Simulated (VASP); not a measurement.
# Ge (I4_1/amd) in VASP: further runs

Runs on Ge. Level: r2SCAN. Tasks: single point.

All numbers are computed with VASP 6.6.1; they aren't measurements. Logs are shortened: lines on timing, memory, paths and dates and some standing lists are left out, and cuts for length are marked.

**1. The cell of the first run**

It takes space group I4_1/amd (No. 141, tetragonal). The conventional cell has a = 3.800 Å, b = 3.800 Å, c = 5.799 Å, α = 90.00°, β = 90.00°, γ = 90.00°. Within 3.2 Å of Ge (site symmetry -4m2) lie 4 Ge at 2.39 Å.

**2. Single point, r2SCAN (strain -0.050 along x and y, +0.025 along z)**

Contents of POSCAR:

```
Ge
1.0
    0.0000000000      2.6873315000      2.8994892500
    2.6873315000      0.0000000000      2.8994892500
    2.6873315000      2.6873315000      0.0000000000
Ge
2
Direct
    0.5000000000      0.5000000000      0.5000000000
    0.7500000000      0.7500000000      0.7500000000
```

Contents of INCAR.step1:

```
PREC     = Accurate       # precision mode
ENCUT    = 520            # plane-wave cutoff, eV
ISMEAR   = 0              # smearing method
SIGMA    = 0.05           # smearing width, eV
LREAL    = False          # projectors in reciprocal space
LASPH    = True           # aspherical terms in the spheres
NELM     = 60             # most SCF steps
NBANDS   = 21             # bands
GGA      = PE             # functional
ALGO     = Normal         # electronic algorithm
EDIFF    = 1E-4           # SCF threshold, eV
LWAVE    = True           # write WAVECAR
LCHARG   = False          # write CHGCAR
```

Contents of INCAR.step2:

```
PREC     = Accurate       # precision mode
ENCUT    = 520            # plane-wave cutoff, eV
EDIFF    = 1E-7           # SCF threshold, eV
ISMEAR   = 0              # smearing method
SIGMA    = 0.05           # smearing width, eV
LREAL    = False          # projectors in reciprocal space
LASPH    = True           # aspherical terms in the spheres
NELM     = 60             # most SCF steps
ALGO     = Normal         # electronic algorithm
ISIF     = 2              # what is computed and relaxed
LWAVE    = False          # write WAVECAR
LCHARG   = False          # write CHGCAR
METAGGA  = R2SCAN         # meta-GGA
LMIXTAU  = True         
NBANDS   = 21             # bands
ISTART   = 1
```

Contents of KPOINTS:

```
Automatic mesh
0
Gamma
  10 10 10
```

Potentials or basis: VASP PAW PBE potentials, release 64 (Ge_d).

The run is started by

```sh
$ cat potpaw_PBE.64/Ge_d/POTCAR > POTCAR
$ cp INCAR.step1 INCAR
$ mpirun -np 1 vasp_std > vasp.out
$ cp INCAR.step2 INCAR
$ mpirun -np 1 vasp_std > vasp.out
```

OUTCAR:

```text
PREC = Accurate
   ENCUT = 520
   EDIFF = 1E-7
   ISMEAR = 0
   LREAL = False
   LASPH = True
   NELM = 60
   ISIF = 2
   METAGGA = R2SCAN
   ISTART = 1

 ion  position               nearest neighbor table
   1  0.500  0.500  0.500-   2 2.39   2 2.39   2 2.39   2 2.39
   2  0.750  0.750  0.750-   1 2.39   1 2.39   1 2.39   1 2.39

  LATTYP: Found a body centered tetragonal cell.
 ALAT       =     3.8004606539
 C/A-ratio  =     1.5258620015

  Lattice vectors:

 A1 = (  -2.6873315000,   0.0000000000,   2.8994892500)
 A2 = (   2.6873315000,   0.0000000000,   2.8994892500)
 A3 = (   0.0000000000,   2.6873315000,  -2.8994892500)

Analysis of symmetry for initial positions (statically):
=====================================================================
 Subroutine PRICEL returns:
 Original cell was already a primitive cell.

 Routine SETGRP: Setting up the symmetry group for a
 body centered tetragonal supercell.

 Subroutine GETGRP returns: Found 16 space group operations
 (whereof  8 operations were pure point group operations)
 out of a pool of 16 trial point group operations.

The static configuration has the point symmetry D_2d.
 The point group associated with its full space group is D_4h.

Analysis of symmetry for dynamics (positions and initial velocities):
=====================================================================
 Subroutine PRICEL returns:
 Original cell was already a primitive cell.

 Routine SETGRP: Setting up the symmetry group for a
 body centered tetragonal supercell.

 Subroutine GETGRP returns: Found 16 space group operations
 (whereof  8 operations were pure point group operations)
 out of a pool of 16 trial point group operations.

The dynamic configuration has the point symmetry D_2d.
 The point group associated with its full space group is D_4h.

 Subroutine INISYM returns: Found 16 space group operations
 (whereof  8 operations are pure point group operations),
 and found     1 'primitive' translations

----------------------------------------------------------------------------------------

                                     Primitive cell

  volume of cell :      41.8788

  direct lattice vectors                    reciprocal lattice vectors
     0.000000000  2.687331500  2.899489250    -0.186058177  0.186058177  0.172444164
     2.687331500  0.000000000  2.899489250     0.186058177 -0.186058177  0.172444164
     2.687331500  2.687331500  0.000000000     0.186058177  0.186058177 -0.172444164

  length of vectors
     3.953326258  3.953326258  3.800460654     0.314598602  0.314598602  0.314598602

  position of ions in fractional coordinates (direct lattice)
     0.500000000  0.500000000  0.500000000
     0.750000000  0.750000000  0.750000000

  ion indices of the primitive-cell ions
   primitive index   ion index
                 1           1
                 2           2

----------------------------------------------------------------------------------------

 KPOINTS: Automatic mesh

Automatic generation of k-mesh.
 Grid dimensions read from file:
 generate k-points for:   10   10   10

 Generating k-lattice:

  Cartesian coordinates                     Fractional coordinates (reciprocal lattice)
    -0.018605818  0.018605818  0.017244416     0.100000000  0.000000000  0.000000000
     0.018605818 -0.018605818  0.017244416     0.000000000  0.100000000  0.000000000
     0.018605818  0.018605818 -0.017244416     0.000000000  0.000000000  0.100000000

  Length of vectors
     0.031459860  0.031459860  0.031459860

  Shift w.r.t. Gamma in fractional coordinates (k-lattice)
     0.000000000  0.000000000  0.000000000

 Subroutine IBZKPT returns following result:
 ===========================================

 Found    102 irreducible k-points:

 Following reciprocal coordinates:
            Coordinates               Weight
  0.000000  0.000000  0.000000      1.000000
  0.100000  0.000000  0.000000      8.000000
  0.200000  0.000000  0.000000      8.000000
  0.300000  0.000000  0.000000      8.000000
  0.400000  0.000000  0.000000      8.000000
  0.500000  0.000000  0.000000      4.000000
[... 16 lines left out ...]
  0.300000  0.300000  0.000000      2.000000
  0.400000  0.300000  0.000000      8.000000
 [... further k-points ...]
   k-points           NKPTS =    102   k-points in BZ     NKDIM =    102   number of bands    NBANDS=     21
   number of dos      NEDOS =    301   number of ions     NIONS =      2
   total plane-waves  NPLWV =  25200
   dimension x,y,z NGX =    30 NGY =   30 NGZ =   28
   dimension x,y,z NGXF=    60 NGYF=   60 NGZF=   56
   ions per type =               2
   NGX,Y,Z   is equivalent  to a cutoff of  12.62, 12.62, 12.25 a.u.
   NGXF,Y,Z  is equivalent  to a cutoff of  25.23, 25.23, 24.50 a.u.
 SYSTEM =  unknown system
   PREC   = accura    normal or accurate (medium, high low for compatibility)
   ISTART =      1    job   : 0-new  1-cont  2-samecut
   ICHARG =      0    charge: 1-file 2-atom 10-const
   ISPIN  =      1    spin polarized calculation?
   LNONCOLLINEAR =      F non collinear calculations
   LSORBIT =      F    spin-orbit coupling
   LASPH  =      T    aspherical Exc in radial PAW
   ENCUT  =  520.0 eV  38.22 Ry    6.18 a.u.   7.35  7.35  7.07*2*pi/ulx,y,z
   NELM   =     60;   NELMIN=  2; NELMDL=  0     # of ELM steps
   EDIFF  = 0.1E-06   stopping-criterion for ELM
   LREAL  =      F    real-space projection
   EDIFFG = 0.1E-05   stopping-criterion for IOM
   NSW    =      0    number of steps for IOM
   IBRION =     -1    ionic relax: 0-MD 1-quasi-New 2-CG
   NFREE  =      0    steps in history (QN), initial steepest desc. (CG)
   ISIF   =      2    stress and relaxation
   ISYM   =      2    0-nonsym 1-usesym 2-fastsym
   POTIM  = 0.5000    time-step for ionic-motion
   TEBEG  =    0.0;   TEEND  =   0.0 temperature during run
   PSTRESS=    0.0 pullay stress
   NELECT =      28.0000    total number of electrons
   NUPDOWN=      -1.0000    fix difference up-down
   EMIN   =  10.00;   EMAX   =-10.00  energy-range for DOS
   EFERMI =   0.00;   METHOD = LEGACY
   ISMEAR =     0;   SIGMA  =   0.05  broadening in eV -4-tet -1-fermi 0-gaus
   EFERMI_NEDOS =   21; number of points for ismear=-14 and -15
   IALGO  =     38    algorithm
   IMIX   =      4    mixing-type and parameters
     AMIX     =   0.40;   BMIX     =  1.00
     AMIX_MAG =   1.60;   BMIX_MAG =  1.00
  volume/ion in A,a.u.               =      20.94       141.31
  Fermi-wavevector in a.u.,A,eV,Ry     =   1.431516  2.705173 27.881573  2.049238
  Thomas-Fermi vector in A             =   2.551244
   LORBIT       =      0    0 simple, 1 ext, 2 COOP (PROOUT), +10 PAW based schemes
   METAGGA = R2SCAN    functional components
   LHFCALC =     F    Hartree Fock is set to
   AEXX    =    0.0000 exact exchange contribution
   IVDW    =     0    specifies the selected vdW correction
   LEPSILON=     F    determine dielectric tensor
   LRPA    =     F    only Hartree local field effects (RPA)
 non-spin polarized calculation
 Gauss-broadening in eV      SIGMA  =   0.05
  energy-cutoff  :      520.00
  volume of cell :       41.88
 maximum number of plane-waves:      1139
 NGX is ok and might be reduce to    30
   NGX = 15   NGY = 15   NGZ = 15

 number of electron      28.0000004 magnetization

 Free energy of the ion-electron system (eV)
  ---------------------------------------------------
  ext. energy  EPLUGINS =         0.00000000
  ---------------------------------------------------
  free energy    TOTEN  =       -27.60841298 eV

  energy without entropy =      -27.60840299  energy(sigma->0) =      -27.60840799

 E-fermi :   5.9243     XC(G=0): -11.2383

 val. band max:        5.8457499177   @ k =   0.0000   0.0000   0.0000
 cond. band min:       6.0119561955   @ k =   0.4000   0.0000   0.4000
 fundamental gap:      0.1662062778
 Fermi energy:         5.9242827186

 k-point     1 :       0.0000    0.0000    0.0000
  band No.  band energies     occupation
      1     -20.0267      2.00000
      2     -20.0266      2.00000
      3     -20.0018      2.00000
      4     -19.9791      2.00000
      5     -19.9659      2.00000
      6     -19.7353      2.00000
[... 13 lines left out ...]
     20      14.7807      0.00000
     21      16.0710      0.00000

 k-point     2 :       0.1000    0.0000    0.0000
  band No.  band energies     occupation
      1     -20.0338      2.00000
      2     -20.0263      2.00000
      3     -20.0100      2.00000
      4     -19.9653      2.00000
      5     -19.9568      2.00000
      6     -19.7390      2.00000
[... 13 lines left out ...]
     20      14.2286      0.00000
     21      15.6491      0.00000

 k-point     3 :       0.2000    0.0000    0.0000
  band No.  band energies     occupation
      1     -20.0462      2.00000
      2     -20.0290      2.00000
      3     -20.0131      2.00000
      4     -19.9444      2.00000
      5     -19.9401      2.00000
      6     -19.7471      2.00000
[... 13 lines left out ...]
     20      14.7598      0.00000
     21      14.8474      0.00000

 k-point     4 :       0.3000    0.0000    0.0000
  band No.  band energies     occupation
      1     -20.0558      2.00000
      2     -20.0327      2.00000
      3     -20.0087      2.00000
      4     -19.9279      2.00000
      5     -19.9267      2.00000
      6     -19.7545      2.00000
[... 13 lines left out ...]
     20      14.9723      0.00000
     21      15.2369      0.00000

 k-point     5 :       0.4000    0.0000    0.0000
  band No.  band energies     occupation
      1     -20.0610      2.00000
      2     -20.0336      2.00000
      3     -20.0041      2.00000
      4     -19.9200      2.00000
      5     -19.9190      2.00000
      6     -19.7586      2.00000
[... 13 lines left out ...]
     20      16.1212      0.00000
     21      16.9465      0.00000
[... 382 lines left out ...]
     20      16.0060      0.00000
     21      18.0357      0.00000

 k-point    22 :      -0.2000    0.2000    0.0000
  band No.  band energies     occupation
      1     -20.0667      2.00000
      2     -20.0393      2.00000
      3     -19.9840      2.00000
      4     -19.9321      2.00000
      5     -19.8989      2.00000
      6     -19.7776      2.00000
[... 13 lines left out ...]
     20      16.1639      0.00000
     21      16.9873      0.00000

 k-point    23 :       0.3000    0.3000    0.0000
  band No.  band energies     occupation
      1     -20.0623      2.00000
      2     -20.0622      2.00000
      3     -20.0327      2.00000
      4     -19.9079      2.00000
      5     -19.8714      2.00000
      6     -19.8392      2.00000
[... 13 lines left out ...]
     20      17.4954      0.00000
     21      18.1151      0.00000

 k-point    24 :       0.4000    0.3000    0.0000
  band No.  band energies     occupation
      1     -20.0725      2.00000
      2     -20.0690      2.00000
      3     -20.0167      2.00000
      4     -19.8938      2.00000
      5     -19.8898      2.00000
      6     -19.8154      2.00000
[... 13 lines left out ...]
     20      18.0537      0.00000
     21      18.6021      0.00000

 [... further k-points ...]

------------------------ aborting loop because EDIFF is reached ----------------------------------------

  FORCE on cell =-STRESS in cart. coord.  units (eV):
  Direction    XX          YY          ZZ          XY          YZ          ZX
  --------------------------------------------------------------------------------------
  -------------------------------------------------------------------------------------
  Total        2.6504231      2.6504231      0.6874045      0.0000000     -0.0000000      0.0000000
  in kB      101.3985631    101.3985631     26.2983769      0.0000000     -0.0000000      0.0000000
  external PRESSURE =      76.3651677 kB  Pullay stress =       0.0000000 kB

 VOLUME and BASIS-vectors are now :
 -----------------------------------------------------------------------------
  energy-cutoff  :      520.00
  volume of cell :       41.88
      direct lattice vectors                 reciprocal lattice vectors
     0.000000000  2.687331500  2.899489250    -0.186058177  0.186058177  0.172444164
     2.687331500  0.000000000  2.899489250     0.186058177 -0.186058177  0.172444164
     2.687331500  2.687331500  0.000000000     0.186058177  0.186058177 -0.172444164

 POSITION                                       TOTAL-FORCE (eV/Angst)
 -----------------------------------------------------------------------------------
      2.68733      2.68733      2.89949         0.000000      0.000000      0.000000
      4.03100      4.03100      4.34923        -0.000000     -0.000000     -0.000000
 -----------------------------------------------------------------------------------
    total drift:                                0.000000     -0.000000     -0.000000

  FREE ENERGIE OF THE ION-ELECTRON SYSTEM (eV)
  ---------------------------------------------------
  free  energy   TOTEN  =       -27.6084129848 eV

  energy  without entropy=      -27.6084029909  energy(sigma->0) =      -27.60840799
```

Wall time 2.4 min (1 thread of AMD EPYC 9R45 (Zen 5), shared host); peak memory 0.18 GiB.

What came out:

```yaml
Free_energy: -27.6084 eV
Pressure: 7.6 GPa
Band_gap_on_the_k_mesh: 0.17 eV (least direct gap 0.87 eV)
```

Levels at points of the mesh, in eV from the valence-band top:
```csv
k point,band 10,band 11,band 12,band 13,band 14,band 15,band 16,band 17,band 18,band 19
"(0.00, 0.00, 0.00)",-25.52,-14.18,-0.71,0.00,0.00,0.87,2.39,2.39,2.80,7.08
"(0.50, 0.00, 0.00)",-25.49,-11.77,-8.51,-2.25,-1.44,0.32,3.70,4.06,7.54,11.22
"(0.50, 0.50, 0.00)",-25.47,-10.07,-10.07,-3.35,-3.35,1.12,1.12,10.49,10.49,12.66
"(0.50, 0.00, 0.50)",-25.50,-9.62,-9.62,-3.94,-3.94,0.41,0.41,10.14,10.14,12.34
```

Caveat: the cell differs from its parent crystal (strain -0.050 along x and y, +0.025 along z); the cell stands under pressure; the PAW data sets were made with another functional, which shifts forces and pressure a little. A k mesh can miss the band edges.

(Continued in part 2 of 2.)
